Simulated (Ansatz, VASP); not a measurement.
## One calculation of AgBr, two programs

INCAR

```
SYSTEM = AgBr
  PREC = Accurate
  ENCUT = 500
  EDIFF = 1E-6
  ISMEAR = 0
  SIGMA = 0.01
  LREAL = .FALSE.
  LASPH = .TRUE.
  NELM = 120
  ALGO = Normal
  ISIF = 2
  LWAVE = .FALSE.
  LCHARG = .FALSE.
  GGA = PE
  NBANDS = 16
  GGA_COMPAT = .FALSE.
```

File KPOINTS:

```
regular mesh
0
G
  6 6 6
  0 0 0
```

The input POSCAR:

```
AgBr
1.0
    0.0000000000      2.9505903267      2.9505903267
    2.9505903267      0.0000000000      2.9505903267
    2.9505903267      2.9505903267      0.0000000000
Ag Br
1 1
Direct
    0.0000000000      0.0000000000      0.0000000000
    0.5000000000      0.5000000000      0.5000000000
```

Input for Ansatz:

```yaml
crystal:
  lattice:
    - [0.0, 2.9505903267, 2.9505903267]
    - [2.9505903267, 0.0, 2.9505903267]
    - [2.9505903267, 2.9505903267, 0.0]
  atoms:
    - { symbol: Ag, position: [0.0, 0.0, 0.0] }
    - { symbol: Br, position: [0.5, 0.5, 0.5] }
kpoints:
  mp_grid: { grid: [6, 6, 6] }
hamiltonian:
  xc: pbe
scf:
  occupations: { method: fixed }
  n_extra_bands: 4
output:
  forces: true
  stress: true
  eigenvalues: true
```

Alike in both runs: task single point; functional PBE; k mesh 6 × 6 × 6; no spin polarisation.

|  | VASP | Ansatz |
| --- | --- | --- |
| version | VASP 6.6.1 | Ansatz 0.2.0 |
| potentials or method | VASP PAW PBE potentials, release 64 (Ag, Br) | plane waves, PAW |
| plane-wave cutoff (eV) | 500 | 420 |
| occupations | gaussian, width 0.01 eV | fixed |
| valence electrons in the cell | 18 | 26 |

|  | VASP | Ansatz | Ansatz less VASP |
| --- | --- | --- | --- |
| gap on the k mesh at the Fermi level (eV) | 0.70 | 0.70 | +0.001 |
| pressure (GPa) | -1.1 | -1.1 | +0.03 |

VASP's potentials hold 18 valence electrons a cell and Ansatz's 26, so a difference there can come from the potentials and not from the codes.
